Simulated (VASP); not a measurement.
# P (Pm-3m) in VASP: a series of runs

The runs below take P through single point, with PBEsol+D3(BJ).

All numbers are computed with VASP 6.6.1; they aren't measurements. Logs are shortened: lines on timing, memory, paths and dates and some standing lists are left out, and cuts for length are marked.

## Step 1: The cell of the first run

It takes space group Pm-3m (No. 221, cubic). The conventional cell has a = 2.103 Å, b = 2.103 Å, c = 2.103 Å, α = 90.00°, β = 90.00°, γ = 90.00°. P (site symmetry m-3m) has 6 P at 2.10 Å within 2.8 Å.

## Step 2: Single point, PBEsol+D3(BJ)

Contents of INCAR:

```
SYSTEM = P
PREC = Accurate
ENCUT = 500
EDIFF = 1E-6
ISMEAR = 0
SIGMA = 0.1
LREAL = .FALSE.
LASPH = .TRUE.
NELM = 120
ALGO = Normal
ISIF = 2
LWAVE = .FALSE.
LCHARG = .FALSE.
GGA = PS
IVDW = 12
NBANDS = 8
GGA_COMPAT = .FALSE.
```

Contents of KPOINTS:

```
regular mesh
0
G
  20 20 20
  0 0 0
```

Contents of POSCAR:

```
P
1.0
    2.1025944445      0.0000000000      0.0000000000
    0.0000000000      2.1025944445      0.0000000000
    0.0000000000      0.0000000000      2.1025944445
P
1
Direct
    0.0000000000      0.0000000000      0.0000000000
```

Potentials or basis: VASP PAW PBE potentials, release 64 (P).

Launch:

```bash
> cat potpaw_PBE.64/P/POTCAR > POTCAR
> mpirun -np 1 vasp_std > vasp.out
```

OUTCAR:

```text
SYSTEM = P
   PREC = Accurate
   ENCUT = 500
   EDIFF = 1E-6
   ISMEAR = 0
   LREAL = .FALSE.
   LASPH = .TRUE.
   NELM = 120
   ISIF = 2
   GGA = PS
   IVDW = 12
 IVDW          = 12

 ion  position               nearest neighbor table
   1  0.000  0.000  0.000-

  LATTYP: Found a simple cubic cell.
 ALAT       =     2.1025944445

  Lattice vectors:

 A1 = (   2.1025944445,   0.0000000000,   0.0000000000)
 A2 = (   0.0000000000,   2.1025944445,   0.0000000000)
 A3 = (   0.0000000000,   0.0000000000,   2.1025944445)

Analysis of symmetry for initial positions (statically):
=====================================================================
 Subroutine PRICEL returns:
 Original cell was already a primitive cell.

 Routine SETGRP: Setting up the symmetry group for a
 simple cubic supercell.

 Subroutine GETGRP returns: Found 48 space group operations
 (whereof 48 operations were pure point group operations)
 out of a pool of 48 trial point group operations.

The static configuration has the point symmetry O_h .

Analysis of symmetry for dynamics (positions and initial velocities):
=====================================================================
 Subroutine PRICEL returns:
 Original cell was already a primitive cell.

 Routine SETGRP: Setting up the symmetry group for a
 simple cubic supercell.

 Subroutine GETGRP returns: Found 48 space group operations
 (whereof 48 operations were pure point group operations)
 out of a pool of 48 trial point group operations.

The dynamic configuration has the point symmetry O_h .

 Subroutine INISYM returns: Found 48 space group operations
 (whereof 48 operations are pure point group operations),
 and found     1 'primitive' translations

----------------------------------------------------------------------------------------

                                     Primitive cell

  volume of cell :       9.2954

  direct lattice vectors                    reciprocal lattice vectors
     2.102594445  0.000000000  0.000000000     0.475602893  0.000000000  0.000000000
     0.000000000  2.102594445  0.000000000     0.000000000  0.475602893  0.000000000
     0.000000000  0.000000000  2.102594445     0.000000000  0.000000000  0.475602893

  length of vectors
     2.102594445  2.102594445  2.102594445     0.475602893  0.475602893  0.475602893

  position of ions in fractional coordinates (direct lattice)
     0.000000000  0.000000000  0.000000000

  ion indices of the primitive-cell ions
   primitive index   ion index
                 1           1

----------------------------------------------------------------------------------------

 KPOINTS: regular mesh

Automatic generation of k-mesh.
 Grid dimensions read from file:
 generate k-points for:   20   20   20

 Generating k-lattice:

  Cartesian coordinates                     Fractional coordinates (reciprocal lattice)
     0.023780145  0.000000000  0.000000000     0.050000000  0.000000000  0.000000000
     0.000000000  0.023780145  0.000000000     0.000000000  0.050000000  0.000000000
     0.000000000  0.000000000  0.023780145     0.000000000  0.000000000  0.050000000

  Length of vectors
     0.023780145  0.023780145  0.023780145

  Shift w.r.t. Gamma in fractional coordinates (k-lattice)
     0.000000000  0.000000000  0.000000000

 Subroutine IBZKPT returns following result:
 ===========================================

 Found    286 irreducible k-points:

 Following reciprocal coordinates:
            Coordinates               Weight
  0.000000  0.000000  0.000000      1.000000
  0.050000  0.000000  0.000000      6.000000
  0.100000  0.000000  0.000000      6.000000
  0.150000  0.000000  0.000000      6.000000
  0.200000  0.000000  0.000000      6.000000
  0.250000  0.000000  0.000000      6.000000
[... 16 lines left out ...]
  0.150000  0.100000  0.000000     24.000000
  0.200000  0.100000  0.000000     24.000000
 [... further k-points ...]
   k-points           NKPTS =    286   k-points in BZ     NKDIM =    286   number of bands    NBANDS=      8
   number of dos      NEDOS =    301   number of ions     NIONS =      1
   total plane-waves  NPLWV =   4096
   dimension x,y,z NGX =    16 NGY =   16 NGZ =   16
   dimension x,y,z NGXF=    32 NGYF=   32 NGZF=   32
   ions per type =               1
   NGX,Y,Z   is equivalent  to a cutoff of  12.65, 12.65, 12.65 a.u.
   NGXF,Y,Z  is equivalent  to a cutoff of  25.30, 25.30, 25.30 a.u.
 SYSTEM =  P
   PREC   = accura    normal or accurate (medium, high low for compatibility)
   ISTART =      0    job   : 0-new  1-cont  2-samecut
   ICHARG =      2    charge: 1-file 2-atom 10-const
   ISPIN  =      1    spin polarized calculation?
   LNONCOLLINEAR =      F non collinear calculations
   LSORBIT =      F    spin-orbit coupling
   LASPH  =      T    aspherical Exc in radial PAW
   ENCUT  =  500.0 eV  36.75 Ry    6.06 a.u.   3.83  3.83  3.83*2*pi/ulx,y,z
   NELM   =    120;   NELMIN=  2; NELMDL= -5     # of ELM steps
   EDIFF  = 0.1E-05   stopping-criterion for ELM
   LREAL  =      F    real-space projection
   EDIFFG = 0.1E-04   stopping-criterion for IOM
   NSW    =      0    number of steps for IOM
   IBRION =     -1    ionic relax: 0-MD 1-quasi-New 2-CG
   NFREE  =      0    steps in history (QN), initial steepest desc. (CG)
   ISIF   =      2    stress and relaxation
   ISYM   =      2    0-nonsym 1-usesym 2-fastsym
   POTIM  = 0.5000    time-step for ionic-motion
   TEBEG  =    0.0;   TEEND  =   0.0 temperature during run
   PSTRESS=    0.0 pullay stress
   NELECT =       5.0000    total number of electrons
   NUPDOWN=      -1.0000    fix difference up-down
   EMIN   =  10.00;   EMAX   =-10.00  energy-range for DOS
   EFERMI =   0.00;   METHOD = LEGACY
   ISMEAR =     0;   SIGMA  =   0.10  broadening in eV -4-tet -1-fermi 0-gaus
   EFERMI_NEDOS =   21; number of points for ismear=-14 and -15
   IALGO  =     38    algorithm
   IMIX   =      4    mixing-type and parameters
     AMIX     =   0.40;   BMIX     =  1.00
     AMIX_MAG =   1.60;   BMIX_MAG =  1.00
  volume/ion in A,a.u.               =       9.30        62.73
  Fermi-wavevector in a.u.,A,eV,Ry     =   1.331402  2.515986 24.118126  1.772632
  Thomas-Fermi vector in A             =   2.460416
   LORBIT       =      0    0 simple, 1 ext, 2 COOP (PROOUT), +10 PAW based schemes
   GGA     = PS    functional components
   LHFCALC =     F    Hartree Fock is set to
   AEXX    =    0.0000 exact exchange contribution
   IVDW    =    12    specifies the selected vdW correction
   LEPSILON=     F    determine dielectric tensor
   LRPA    =     F    only Hartree local field effects (RPA)
 non-spin polarized calculation
 Gauss-broadening in eV      SIGMA  =   0.10
  energy-cutoff  :      500.00
  volume of cell :        9.30
 maximum number of plane-waves:       251
 NGX is ok and might be reduce to    16
   NGX =  7   NGY =  7   NGZ =  7

 number of electron       5.0000001 magnetization

 Free energy of the ion-electron system (eV)
  ---------------------------------------------------
  ext. energy  EPLUGINS =         0.00000000
  ---------------------------------------------------
  free energy    TOTEN  =        -4.38465590 eV

  energy without entropy =       -4.38331247  energy(sigma->0) =       -4.38398419

 E-fermi :  16.9343     XC(G=0): -13.4153

 val. band max:       16.8870575888   @ k =   0.1500   0.1500   0.1000
 cond. band min:      16.9635716498   @ k =   0.1500   0.0000   0.0000
 fundamental gap:      0.0765140610
 Fermi energy:        16.9342626174

 k-point     1 :       0.0000    0.0000    0.0000
  band No.  band energies     occupation
      1      -4.7667      2.00000
      2      23.2372      0.00000
      3      23.2372      0.00000
      4      25.1182      0.00000
      5      25.1182      0.00000
      6      25.1182      0.00000
      7      37.6308      0.00000
      8      48.8416      0.00000

 k-point     2 :       0.0500    0.0000    0.0000
  band No.  band energies     occupation
      1      -4.6868      2.00000
      2      21.6101      0.00000
      3      23.3020      0.00000
      4      25.1837      0.00000
      5      25.1837      0.00000
      6      26.6610      0.00000
      7      37.8793      0.00000
      8      48.2074      0.00000

 k-point     3 :       0.1000    0.0000    0.0000
  band No.  band energies     occupation
      1      -4.4475      2.00000
      2      19.2977      0.00000
      3      23.4947      0.00000
      4      25.3799      0.00000
      5      25.3799      0.00000
      6      28.6994      0.00000
      7      38.6365      0.00000
      8      46.6651      0.00000

 k-point     4 :       0.1500    0.0000    0.0000
  band No.  band energies     occupation
      1      -4.0495      2.00000
      2      16.9636      0.67851
      3      23.8094      0.00000
      4      25.7064      0.00000
      5      25.7064      0.00000
      6      30.5350      0.00000
      7      39.9029      0.00000
      8      44.7400      0.00000

 k-point     5 :       0.2000    0.0000    0.0000
  band No.  band energies     occupation
      1      -3.4943      2.00000
      2      14.6820      2.00000
      3      24.2352      0.00000
      4      26.1620      0.00000
      5      26.1620      0.00000
      6      32.1063      0.00000
      7      41.5827      0.00000
      8      42.7184      0.00000
[... 177 lines left out ...]
 k-point    22 :       0.1000    0.1000    0.0000
  band No.  band energies     occupation
      1      -4.1287      2.00000
      2      18.7989      0.00000
      3      20.6275      0.00000
      4      25.6411      0.00000
      5      27.0942      0.00000
      6      30.6973      0.00000
      7      39.3436      0.00000
      8      44.2153      0.00000

 k-point    23 :       0.1500    0.1000    0.0000
  band No.  band energies     occupation
      1      -3.7313      2.00000
      2      17.0330      0.16249
      3      20.4353      0.00000
      4      25.9669      0.00000
      5      27.6169      0.00000
      6      32.4542      0.00000
      7      40.0604      0.00000
      8      42.4872      0.00000

 k-point    24 :       0.2000    0.1000    0.0000
  band No.  band energies     occupation
      1      -3.1769      2.00000
      2      14.8793      2.00000
      3      20.7912      0.00000
      4      26.4214      0.00000
      5      28.1247      0.00000
      6      34.0409      0.00000
      7      39.4781      0.00000
      8      42.4838      0.00000

 [... further k-points ...]

------------------------ aborting loop because EDIFF is reached ----------------------------------------

 Edisp (eV)   -0.61638

 E8    (eV) :    -0.3667

  FORCE on cell =-STRESS in cart. coord.  units (eV):
  Direction    XX          YY          ZZ          XY          YZ          ZX
  --------------------------------------------------------------------------------------
  -------------------------------------------------------------------------------------
  Total       6.95818     6.95818     6.95818    -0.00000    -0.00000     0.00000
  in kB    1199.33319  1199.33319  1199.33319    -0.00000    -0.00000     0.00000
  external pressure =     1199.33 kB  Pullay stress =        0.00 kB

 VOLUME and BASIS-vectors are now :
 -----------------------------------------------------------------------------
  energy-cutoff  :      500.00
  volume of cell :        9.30
      direct lattice vectors                 reciprocal lattice vectors
     2.102594445  0.000000000  0.000000000     0.475602893  0.000000000  0.000000000
     0.000000000  2.102594445  0.000000000     0.000000000  0.475602893  0.000000000
     0.000000000  0.000000000  2.102594445     0.000000000  0.000000000  0.475602893

 POSITION                                       TOTAL-FORCE (eV/Angst)
 -----------------------------------------------------------------------------------
      0.00000      0.00000      0.00000         0.000000      0.000000      0.000000
 -----------------------------------------------------------------------------------
    total drift:                                0.000000      0.000000     -0.000000

  FREE ENERGIE OF THE ION-ELECTRON SYSTEM (eV)
  ---------------------------------------------------
  free  energy   TOTEN  =        -5.0010354566 eV

  energy  without entropy=       -4.9996920246  energy(sigma->0) =       -5.00036374
```

Run time: 13 s. Hardware: 1 thread of Intel Xeon 8259CL, shared host; peak memory 0.13 GiB.

What came out:

* Free energy: -5.0010 eV
* Pressure: 119.9 GPa
* Dispersion energy per atom: -0.616 eV

Levels at points of the mesh, in eV from the Fermi level:
```csv
k point,band 1,band 2,band 3,band 4,band 5,band 6
"(0.00, 0.00, 0.00)",-21.70,6.30,6.30,8.18,8.18,8.18
"(0.50, 0.00, 0.00)",-14.64,-12.98,10.07,13.49,13.49,16.75
"(0.50, 0.50, 0.00)",-7.47,-7.47,-6.61,-2.21,18.79,20.59
"(0.50, 0.50, 0.50)",-2.26,-2.26,-2.26,3.05,3.05,3.05
```

Caveat: the PAW data sets were made with another functional, which shifts forces and pressure a little; pairwise dispersion overbinds metals, which lowers pressure and volume.

## Step 3: Single point, PBEsol+D3(BJ)

Contents of INCAR:

```
ALGO     = Normal         # electronic algorithm
EDIFF    = 1E-6           # SCF threshold, eV
ENCUT    = 500            # plane-wave cutoff, eV
GGA      = PS             # functional
GGA_COMPAT= False        
ISIF     = 2              # what is computed and relaxed
ISMEAR   = 0              # smearing method
IVDW     = 12             # dispersion correction
LASPH    = True           # aspherical terms in the spheres
LCHARG   = False          # write CHGCAR
LREAL    = False          # projectors in reciprocal space
LWAVE    = False          # write WAVECAR
NBANDS   = 8              # bands
NELM     = 120            # most SCF steps
PREC     = Accurate       # precision mode
SIGMA    = 0.1            # smearing width, eV
```

Contents of KPOINTS:

```
k-points
0
Gamma
  20 20 20
```

POSCAR is that of step 2.

Potentials or basis: VASP PAW PBE potentials, release 64 (P).

Launch:

```bash
> cat potpaw_PBE.64/P/POTCAR > POTCAR
> mpirun -np 1 vasp_std > vasp.out
```

It took 12 s on 1 thread of Intel Xeon 8259CL, shared host; peak memory 0.13 GiB.

Results (log left out):

* Free energy: -5.0010 eV
* Pressure: 119.9 GPa
* Dispersion energy per atom: -0.616 eV

Levels at points of the mesh, in eV from the Fermi level:
| k point | band 1 | band 2 | band 3 | band 4 | band 5 | band 6 |
| --- | --- | --- | --- | --- | --- | --- |
| (0.00, 0.00, 0.00) | -21.70 | 6.30 | 6.30 | 8.18 | 8.18 | 8.18 |
| (0.50, 0.00, 0.00) | -14.64 | -12.98 | 10.07 | 13.49 | 13.49 | 16.75 |
| (0.50, 0.50, 0.00) | -7.47 | -7.47 | -6.61 | -2.21 | 18.79 | 20.59 |
| (0.50, 0.50, 0.50) | -2.26 | -2.26 | -2.26 | 3.05 | 3.05 | 3.05 |

Caveat: the PAW data sets were made with another functional, which shifts forces and pressure a little; pairwise dispersion overbinds metals, which lowers pressure and volume.
